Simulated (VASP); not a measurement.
## LiCl: single point with PBE

LiCl:

```
Li Cl
1.0
     3.27112    0.00000    0.00000
     0.00000    3.27112    0.00000
     0.00000    0.00000    3.27112
Li Cl
1 1
Direct
  0.00000 0.00000 0.00000
  0.50000 0.50000 0.50000
```

```yaml
Program: VASP 6.6.1
Task: single point
Functional: PBE
Potentials_or_basis: VASP PAW PBE potentials, release 64 (Li_sv, Cl)
Cutoff: 520 eV
k_mesh: 6 × 6 × 6
Occupations: gaussian, width 0.01 eV
Spin: no spin polarisation
Dipole_correction: no
Further_INCAR_settings: ALGO = Normal; EDIFF = 1e-06; NBANDS = 12
```

```
Band gap on the k mesh : 4.43 eV, indirect (least direct gap 5.22 eV)
```

Levels at points of the mesh, in eV from the valence-band top:
```csv
k point,band 1,band 2,band 3,band 4,band 5,band 6,band 7,band 8,band 9,band 10
"(0.00, 0.00, 0.00)",-45.32,-14.24,-0.82,-0.82,-0.82,4.43,8.69,8.69,13.21,13.21
"(0.50, 0.00, 0.00)",-45.31,-13.72,-3.95,-0.35,-0.35,5.85,9.51,10.22,10.22,10.56
"(0.50, 0.50, 0.00)",-45.31,-13.21,-3.33,-3.33,0.00,5.22,9.82,9.82,10.65,13.37
"(0.50, 0.50, 0.50)",-45.31,-12.77,-2.47,-2.47,-2.47,5.19,5.19,5.19,12.02,18.65
```

It took 3.7 s on 1 thread of Intel Xeon 6975P-C (shared host), peak memory 0.13 GiB.

 A k mesh can miss the band edges.
